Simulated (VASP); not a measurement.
# Ti12S in VASP: single point with PBE

Aim: the single point of Ti12S with PBE.

All numbers are computed with VASP 6.6.1; they aren't measurements. Logs are shortened: lines on timing, memory, paths and dates and some standing lists are left out, and cuts for length are marked.

## 1. The cell of the first run

The cell holds a slab with vacuum, 13 atoms: a = 5.876 Å, b = 4.650 Å, c = 21.284 Å, α = 90.00°, β = 90.00°, γ = 90.00°.

## 2. Single point, PBE

Contents of INCAR:

```
PREC = Accurate
ENCUT = 520
EDIFF = 1E-7
ISMEAR = 0
SIGMA = 0.1
LREAL = False
LASPH = True
NELM = 80
ALGO = Normal
ISIF = 2
LWAVE = False
LCHARG = False
LDIPOL = True
IDIPOL = 3
DIPOL = 0.5 0.5 0.342
GGA = PE
NBANDS = 87
```

Contents of KPOINTS:

```
Automatic mesh
0
Gamma
  5 6 1
```

Contents of POSCAR:

```
Ti12S
1.0
    5.8763264168      0.0000000000      0.0000000000
    0.0000000000      4.6504654182      0.0000000000
    0.0000000000      0.0000000000     21.2842241242
Ti S
12 1
Direct
    0.0000000000      0.7500000000      0.1879326198
    0.5000000000      0.7500000000      0.1879326198
    0.2500000000      0.2500000000      0.2277825413
    0.7500000000      0.2500000000      0.2277825413
    0.2500000000      0.7500000000      0.3074823842
    0.7500000000      0.7500000000      0.3074823842
    0.0000000000      0.2500000000      0.3461291950
    0.5000000000      0.2500000000      0.3461291950
    0.0000000000      0.7500000000      0.4220680055
    0.5000000000      0.7500000000      0.4220680055
    0.2500000000      0.2500000000      0.4596937181
    0.7500000000      0.2500000000      0.4596937181
    0.2500000000      0.5000000000      0.5447260656
```

Potentials or basis: VASP PAW PBE potentials, release 64 (Ti_sv, S).

Run with:

```sh
$ cat potpaw_PBE.64/Ti_sv/POTCAR potpaw_PBE.64/S/POTCAR > POTCAR
$ mpirun -np 1 vasp_std > vasp.out
```

OUTCAR:

```text
PREC = Accurate
   ENCUT = 520
   EDIFF = 1E-7
   ISMEAR = 0
   LREAL = False
   LASPH = True
   NELM = 80
   ISIF = 2
   GGA = PE

 ion  position               nearest neighbor table
   1  0.000  0.750  0.188-   3 2.88   4 2.88   3 2.88   4 2.88
   2  0.500  0.750  0.188-   3 2.88   4 2.88   3 2.88   4 2.88
   3  0.250  0.250  0.228-   5 2.88   5 2.88   1 2.88   1 2.88   2 2.88   2 2.88   8 2.92   7 2.92

   4  0.750  0.250  0.228-   6 2.88   6 2.88   1 2.88   1 2.88   2 2.88   2 2.88   8 2.92   7 2.92

   5  0.250  0.750  0.307-   9 2.85  10 2.85   7 2.87   8 2.87   7 2.87   8 2.87   3 2.88   3 2.88

   6  0.750  0.750  0.307-   9 2.85  10 2.85   7 2.87   8 2.87   7 2.87   8 2.87   4 2.88   4 2.88

   7  0.000  0.250  0.346-  11 2.83  12 2.83   9 2.83   9 2.83   5 2.87   5 2.87   6 2.87   6 2.87
                             3 2.92   4 2.92
   8  0.500  0.250  0.346-  11 2.83  12 2.83  10 2.83  10 2.83   5 2.87   5 2.87   6 2.87   6 2.87
                             3 2.92   4 2.92
   9  0.000  0.750  0.422-   7 2.83   7 2.83   5 2.85   6 2.85  12 2.86  11 2.86  11 2.86  12 2.86

  10  0.500  0.750  0.422-   8 2.83   8 2.83   5 2.85   6 2.85  12 2.86  11 2.86  11 2.86  12 2.86

  11  0.250  0.250  0.460-  13 2.15   8 2.83   7 2.83  10 2.86   9 2.86   9 2.86  10 2.86
  12  0.750  0.250  0.460-   7 2.83   8 2.83   9 2.86  10 2.86   9 2.86  10 2.86
  13  0.250  0.500  0.545-  11 2.15

  LATTYP: Found a simple orthorhombic cell.
 ALAT       =     4.6504654182
 B/A-ratio  =     1.2635996375
 C/A-ratio  =     4.5767944088

  Lattice vectors:

 A1 = (   0.0000000000,  -4.6504654182,   0.0000000000)
 A2 = (   5.8763264168,   0.0000000000,   0.0000000000)
 A3 = (   0.0000000000,   0.0000000000,  21.2842241242)

Analysis of symmetry for initial positions (statically):
=====================================================================
 Subroutine PRICEL returns:
 Original cell was already a primitive cell.

 Routine SETGRP: Setting up the symmetry group for a
 simple orthorhombic supercell.

 Subroutine GETGRP returns: Found  2 space group operations
 (whereof  1 operations were pure point group operations)
 out of a pool of  8 trial point group operations.

The static configuration has the point symmetry C_1 .
 The point group associated with its full space group is C_1h.

Analysis of symmetry for dynamics (positions and initial velocities):
=====================================================================
 Subroutine PRICEL returns:
 Original cell was already a primitive cell.

 Routine SETGRP: Setting up the symmetry group for a
 simple orthorhombic supercell.

 Subroutine GETGRP returns: Found  2 space group operations
 (whereof  1 operations were pure point group operations)
 out of a pool of  8 trial point group operations.

The dynamic configuration has the point symmetry C_1 .
 The point group associated with its full space group is C_1h.

 Subroutine INISYM returns: Found  2 space group operations
 (whereof  1 operations are pure point group operations),
 and found     1 'primitive' translations

----------------------------------------------------------------------------------------

                                     Primitive cell

  volume of cell :     581.6479

  direct lattice vectors                    reciprocal lattice vectors
     5.876326417  0.000000000  0.000000000     0.170174345  0.000000000  0.000000000
     0.000000000  4.650465418  0.000000000     0.000000000  0.215032241  0.000000000
     0.000000000  0.000000000 21.284224124     0.000000000  0.000000000  0.046983155

  length of vectors
     5.876326417  4.650465418 21.284224124     0.170174345  0.215032241  0.046983155

  position of ions in fractional coordinates (direct lattice)
     0.000000000  0.750000000  0.187932620
     0.500000000  0.750000000  0.187932620
     0.250000000  0.250000000  0.227782541
     0.750000000  0.250000000  0.227782541
     0.250000000  0.750000000  0.307482384
     0.750000000  0.750000000  0.307482384
     0.000000000  0.250000000  0.346129195
     0.500000000  0.250000000  0.346129195
     0.000000000  0.750000000  0.422068006
     0.500000000  0.750000000  0.422068006
     0.250000000  0.250000000  0.459693718
     0.750000000  0.250000000  0.459693718
     0.250000000  0.500000000  0.544726066

[... 39 lines left out ...]

 Found     12 irreducible k-points:

 Following reciprocal coordinates:
            Coordinates               Weight
  0.000000  0.000000  0.000000      1.000000
  0.200000  0.000000  0.000000      2.000000
  0.400000  0.000000  0.000000      2.000000
  0.000000  0.166667  0.000000      2.000000
  0.200000  0.166667  0.000000      4.000000
  0.400000  0.166667  0.000000      4.000000
  0.000000  0.333333  0.000000      2.000000
  0.200000  0.333333  0.000000      4.000000
  0.400000  0.333333  0.000000      4.000000
  0.000000  0.500000  0.000000      1.000000
  0.200000  0.500000  0.000000      2.000000
  0.400000  0.500000  0.000000      2.000000
   k-points           NKPTS =     12   k-points in BZ     NKDIM =     12   number of bands    NBANDS=     87
   number of dos      NEDOS =    301   number of ions     NIONS =     13
   total plane-waves  NPLWV = 276480
   dimension x,y,z NGX =    48 NGY =   36 NGZ =  160
   dimension x,y,z NGXF=    96 NGYF=   72 NGZF=  320
   ions per type =              12   1
   NGX,Y,Z   is equivalent  to a cutoff of  13.58, 12.87, 12.50 a.u.
   NGXF,Y,Z  is equivalent  to a cutoff of  27.16, 25.74, 24.99 a.u.
 SYSTEM =  unknown system
   PREC   = accura    normal or accurate (medium, high low for compatibility)
   ISTART =      0    job   : 0-new  1-cont  2-samecut
   ICHARG =      2    charge: 1-file 2-atom 10-const
   ISPIN  =      1    spin polarized calculation?
   LNONCOLLINEAR =      F non collinear calculations
   LSORBIT =      F    spin-orbit coupling
   LASPH  =      T    aspherical Exc in radial PAW
   ENCUT  =  520.0 eV  38.22 Ry    6.18 a.u.  10.93  8.65 39.57*2*pi/ulx,y,z
   NELM   =     80;   NELMIN=  2; NELMDL= -5     # of ELM steps
   EDIFF  = 0.1E-06   stopping-criterion for ELM
   LREAL  =      F    real-space projection
   EDIFFG = 0.1E-05   stopping-criterion for IOM
   NSW    =      0    number of steps for IOM
   IBRION =     -1    ionic relax: 0-MD 1-quasi-New 2-CG
   NFREE  =      0    steps in history (QN), initial steepest desc. (CG)
   ISIF   =      2    stress and relaxation
   ISYM   =      2    0-nonsym 1-usesym 2-fastsym
   POTIM  = 0.5000    time-step for ionic-motion
   TEBEG  =    0.0;   TEEND  =   0.0 temperature during run
   PSTRESS=    0.0 pullay stress
   NELECT =     150.0000    total number of electrons
   NUPDOWN=      -1.0000    fix difference up-down
   EMIN   =  10.00;   EMAX   =-10.00  energy-range for DOS
   EFERMI =   0.00;   METHOD = LEGACY
   ISMEAR =     0;   SIGMA  =   0.10  broadening in eV -4-tet -1-fermi 0-gaus
   EFERMI_NEDOS =   21; number of points for ismear=-14 and -15
   IALGO  =     38    algorithm
   IMIX   =      4    mixing-type and parameters
     AMIX     =   0.40;   BMIX     =  1.00
     AMIX_MAG =   1.60;   BMIX_MAG =  1.00
  volume/ion in A,a.u.               =      44.74       301.93
  Fermi-wavevector in a.u.,A,eV,Ry     =   1.042042  1.969174 14.773905  1.085851
  Thomas-Fermi vector in A             =   2.176690
   LORBIT       =      0    0 simple, 1 ext, 2 COOP (PROOUT), +10 PAW based schemes
   GGA     = PE    functional components
   LHFCALC =     F    Hartree Fock is set to
   AEXX    =    0.0000 exact exchange contribution
   IVDW    =     0    specifies the selected vdW correction
   LEPSILON=     F    determine dielectric tensor
   LRPA    =     F    only Hartree local field effects (RPA)
 non-spin polarized calculation
 Gauss-broadening in eV      SIGMA  =   0.10
  energy-cutoff  :      520.00
  volume of cell :      581.65
 maximum number of plane-waves:     15708
 NGX is ok and might be reduce to    48
   NGX = 21   NGY = 17   NGZ = 79

 dipolmoment           0.000000      0.000000     -0.040320 electrons x Angstroem

 number of electron     150.0000022 magnetization

 dipolmoment           0.000000      0.000000      0.199001 electrons x Angstroem

 Free energy of the ion-electron system (eV)
  ---------------------------------------------------
  ext. energy  EPLUGINS =         0.00000000
  ---------------------------------------------------
  free energy    TOTEN  =       -93.40375018 eV

  energy without entropy =      -93.30030968  energy(sigma->0) =      -93.35202993

 E-fermi :   0.6185     XC(G=0):  -5.3575

 val. band max:        0.6026795128   @ k =   0.2000   0.1667   0.0000
 cond. band min:       0.6229463359   @ k =   0.4000   0.0000   0.0000
 fundamental gap:      0.0202668231
 Fermi energy:         0.6184535985

 k-point     1 :       0.0000    0.0000    0.0000
  band No.  band energies     occupation
      1     -56.4461      2.00000
      2     -56.4311      2.00000
      3     -56.3864      2.00000
      4     -56.2437      2.00000
      5     -56.1696      2.00000
      6     -56.1624      2.00000
[... 1069 lines left out ...]
     86       1.0940      0.00000
     87       1.2234      0.00000

------------------------ aborting loop because EDIFF is reached ----------------------------------------

 vacuum level on the upper side and lower side of the slab       (xc-potential included)         0.561        -0.752

  FORCE on cell =-STRESS in cart. coord.  units (eV):
  Direction    XX          YY          ZZ          XY          YZ          ZX
  --------------------------------------------------------------------------------------
  -------------------------------------------------------------------------------------
  Total       -5.2439761     -1.6534462     -2.3495662      0.0000000      1.7640275      0.0000000
  in kB      -14.4447865     -4.5544979     -6.4719942      0.0000000      4.8590995      0.0000000
  external PRESSURE =      -8.4904262 kB  Pullay stress =       0.0000000 kB

 VOLUME and BASIS-vectors are now :
 -----------------------------------------------------------------------------
  energy-cutoff  :      520.00
  volume of cell :      581.65
      direct lattice vectors                 reciprocal lattice vectors
     5.876326417  0.000000000  0.000000000     0.170174345  0.000000000  0.000000000
     0.000000000  4.650465418  0.000000000     0.000000000  0.215032241  0.000000000
     0.000000000  0.000000000 21.284224124     0.000000000  0.000000000  0.046983155

 POSITION                                       TOTAL-FORCE (eV/Angst)
 -----------------------------------------------------------------------------------
      0.00000      3.48785      4.00000        -0.023765      0.003714      0.348490
      2.93816      3.48785      4.00000         0.023765      0.003714      0.348490
      1.46908      1.16262      4.84817         0.000000     -0.013300      0.086512
      4.40724      1.16262      4.84817         0.000000     -0.009943      0.088511
      1.46908      3.48785      6.54452         0.000000      0.103812     -0.234626
      4.40724      3.48785      6.54452         0.000000      0.031698     -0.461456
      0.00000      1.16262      7.36709        -0.116996     -0.080864     -0.171895
      2.93816      1.16262      7.36709         0.116996     -0.080864     -0.171895
      0.00000      3.48785      8.98339        -0.147472     -0.022946      0.296586
      2.93816      3.48785      8.98339         0.147472     -0.022946      0.296586
      1.46908      1.16262      9.78422         0.000000     -0.789391     -0.934332
      4.40724      1.16262      9.78422         0.000000     -0.064089      0.504705
      1.46908      2.32523     11.59407         0.000000      0.941404      0.004324
 -----------------------------------------------------------------------------------
    total drift:                                0.000000     -0.000011      0.000338

  FREE ENERGIE OF THE ION-ELECTRON SYSTEM (eV)
  ---------------------------------------------------
  free  energy   TOTEN  =       -93.4037501766 eV

  energy  without entropy=      -93.3003096802  energy(sigma->0) =      -93.35202993

 vacuum level on the upper side and lower side of the slab         5.611         4.265
```

Wall time 36 min (1 thread of Intel Xeon Platinum 8175M at 2.50GHz (Skylake/Cascade Lake), shared host); peak memory 0.8 GiB.

What came out:

```
Free energy            : -93.4038 eV
Largest force          : 1.223 eV/Å
Band gap on the k mesh : zero (bands 75 and 76 overlap by 0.41 eV)
```

Forces on the atoms (eV/Å):
```
Ti  -0.024  0.004  0.348
Ti   0.024  0.004  0.348
Ti   0.000 -0.013  0.087
Ti   0.000 -0.010  0.089
Ti   0.000  0.104 -0.235
Ti   0.000  0.032 -0.461
Ti  -0.117 -0.081 -0.172
Ti   0.117 -0.081 -0.172
Ti  -0.147 -0.023  0.297
Ti   0.147 -0.023  0.297
Ti   0.000 -0.789 -0.934
Ti   0.000 -0.064  0.505
S    0.000  0.941  0.004
```
